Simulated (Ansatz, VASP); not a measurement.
In in VASP and in Ansatz

```
In
1.0
    -1.95783    1.95783    1.73192
     1.95783   -1.95783    1.73192
     1.95783    1.95783   -1.73192
In
1
Cartesian
  0.0000 0.0000 0.0000
```

Change from the starting cell: strain +0.040 along x and y, -0.080 along z, atoms carried along.

Alike in both runs: task single point; functional PBE; k mesh 18 × 18 × 18; occupations gaussian, width 0.15 eV; no spin polarisation.

```csv
,VASP,Ansatz
version,VASP 6.6.1,Ansatz 0.2.0
potentials or method,"VASP PAW PBE potentials, release 64 (In_d), cutoff 520 eV","scalar-relativistic, plane waves, PAW"
valence electrons in the cell,13,13
```

Ansatz gave:

* gap on the k mesh at the Fermi level (eV): none
* pressure (GPa): 1.7
* traceless stress, the component that is largest in VASP (GPa): 0.06

What did VASP give for the same quantities?

gap on the k mesh at the Fermi level (eV): none; pressure (GPa): 1.6; traceless stress, the component that is largest in VASP (GPa): 0.06.

A gap of «none» marks a metal or a gap that the smearing closes.
